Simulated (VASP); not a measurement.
## LiH: vibrations by perturbation theory with LDA

Crystal: LiH.

```
Li H
1.0
     0.00000    1.94463    1.94463
     1.94463    0.00000    1.94463
     1.94463    1.94463    0.00000
Li H
1 1
Cartesian
  0.0000 0.0000 0.0000
  1.9446 1.9446 1.9446
```

This cell differs from its parent crystal: volume scaled by 0.985.

```yaml
Program: VASP 6.6.1
Task: vibrations by perturbation theory
Functional: LDA
Potentials_or_basis: VASP PAW LDA potentials, release 64 (Li_sv, H)
Cutoff: 520 eV
k_mesh: 10 × 10 × 10
Occupations: gaussian, width 0.01 eV
Spin: no spin polarisation
Dipole_correction: no
Further_INCAR_settings: ALGO = Normal; EDIFF = 1e-08; IBRION = 8; NSW = 1
```

The highest phonon frequency at Γ, LO-TO splitting left out is 665 cm⁻¹.

Phonon frequencies in cm⁻¹ (negative: imaginary):
| q point | frequencies |
| --- | --- |
| (0.000, 0.000, 0.000) | -2 -2 -2 665 665 665 |

Run time: 10 s on 1 thread of Intel(R) Xeon(R) 6975P-C (Granite Rapids), on a shared host, peak memory 0.14 GiB.
